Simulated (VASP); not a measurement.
SiTe2, 3 atoms in the cell. It takes space group P-3m1 (No. 164, trigonal). Conventional cell: a = 3.421 Å, b = 3.421 Å, c = 5.584 Å, α = 90.00°, β = 90.00°, γ = 120.00°. Within 3.4 Å of Si (site symmetry -3m) lie 6 Te at 2.56 Å. Te (site symmetry 3m) has 3 Si at 2.56 Å and 3 Te at 3.06 Å within 3.4 Å. 

| Quantity | Value |
| --- | --- |
| Program | VASP 6.6.1 |
| Task | single point |
| Functional | LDA |
| Potentials or basis | VASP PAW LDA potentials, release 64 (Si, Te) |
| Cutoff | 520 eV |
| k mesh | 5 × 5 × 3 |
| Occupations | fermi-dirac, width 0.02 eV |
| Spin | no spin polarisation |
| Dipole correction | no |
| Further INCAR settings | ALGO = Normal; EDIFF = 1e-06; NBANDS = 15 |

Potentials or basis: VASP PAW LDA potentials, release 64 (Si, Te).

Command:

```bash
$ cat potpaw_LDA.64/Si/POTCAR potpaw_LDA.64/Te/POTCAR > POTCAR
$ mpirun -np 1 vasp_std > vasp.out
```

Hardware: 1 thread of Intel(R) Xeon(R) 6975P-C (Granite Rapids), on a shared host.

Problem. How long does it take, and how much memory?

Solution. It took 7 s on 1 thread of Intel(R) Xeon(R) 6975P-C (Granite Rapids), with other jobs on the host, peak memory 0.14 GiB. Counts: scf iterations 13, k points 12.
